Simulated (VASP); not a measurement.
MnO2: single point with PBEsol+U

Crystal: MnO2.

```xyz
6
Lattice="2.9611 0.0000 0.0000 0.0000 3.9202 0.0000 0.0000 0.0000 6.2852" Properties=species:S:1:pos:R:3 pbc="T T T"
Mn    1.4806    1.9601    2.1577
Mn    0.0000    0.0000    4.1275
O     1.4806    0.0000    5.2642
O     0.0000    1.9601    1.0209
O     1.4806    0.0000    2.6511
O     0.0000    1.9601    3.6341
```

```yaml
Program: VASP 6.6.1
Task: single point
Functional: PBEsol
Potentials_or_basis: VASP PAW PBE potentials, release 64 (Mn_pv, O)
Cutoff: 520 eV
k_mesh: 9 × 7 × 5
Occupations: fermi-dirac, width 0.02 eV
Spin: collinear spin, ferromagnetic start
Starting_moments: "[4.0, 4.0, 0.0, 0.0, 0.0, 0.0] μB"
Hubbard_terms: Mn d U = 6.0 eV
Dipole_correction: no
Further_INCAR_settings: ALGO = Normal; EDIFF = 1e-06; NBANDS = 38
```

```json
{
 "Pressure": "-5.7 GPa",
 "Largest force": "0.565 eV/Å",
 "Band gap on the k mesh": "zero (filled and empty bands overlap)",
 "Net moment": "6.00 μB per cell",
 "Site moments": "Mn +3.75; O -0.45, -0.27 (each value once) μB",
 "Valence electrons inside the program's atomic spheres": "Mn 11.50; O 4.89, 4.96 (each value once)"
}
```

Forces in eV/Å, atoms in the order of the input:
```
Mn   0.000  0.000  0.411
Mn   0.000  0.000 -0.411
O    0.000  0.000 -0.200
O    0.000  0.000  0.200
O    0.000  0.000  0.565
O    0.000  0.000 -0.565
```

Stress tensor (GPa, compression positive):
```
-6.10  0.00  0.00
 0.00 -4.25  0.00
 0.00  0.00 -6.75
```

Levels at points of the mesh, in eV from the Fermi level:
Spin up:
```
           k point  band 24  band 25  band 26  band 27  band 28  band 29  band 30  band 31  band 32  band 33
(0.00, 0.00, 0.00)    -1.91    -0.90    -0.79    -0.06     0.03     0.11     0.66     1.96     2.30     6.19
```
Spin down:
```
           k point  band 19  band 20  band 21  band 22  band 23  band 24  band 25  band 26
(0.00, 0.00, 0.00)    -2.04    -1.48    -1.44    -1.20     3.89     3.93     4.35     4.43
```

Eigenvalues of the final occupation matrices:
| site | spin | trace | eigenvalues |
| --- | --- | --- | --- |
| site 1 d | 1 | 4.26 | 0.66 0.75 0.94 0.96 0.96 |
| site 1 d | 2 | 0.57 | 0.05 0.06 0.06 0.17 0.23 |
| site 2 d | 1 | 4.26 | 0.66 0.75 0.94 0.96 0.96 |
| site 2 d | 2 | 0.57 | 0.05 0.06 0.06 0.17 0.23 |

Wall time 4.3 min on 1 thread of AMD EPYC 9R14 (Zen 4) (shared host), peak memory 0.34 GiB.

Caveat: the cell stands under tension; the PAW data sets were made with another functional, which shifts forces and pressure a little; only a ferromagnetic start was run, and an antiferromagnetic order may lie lower in energy. The state reached can hang on the start; a lower one may exist.
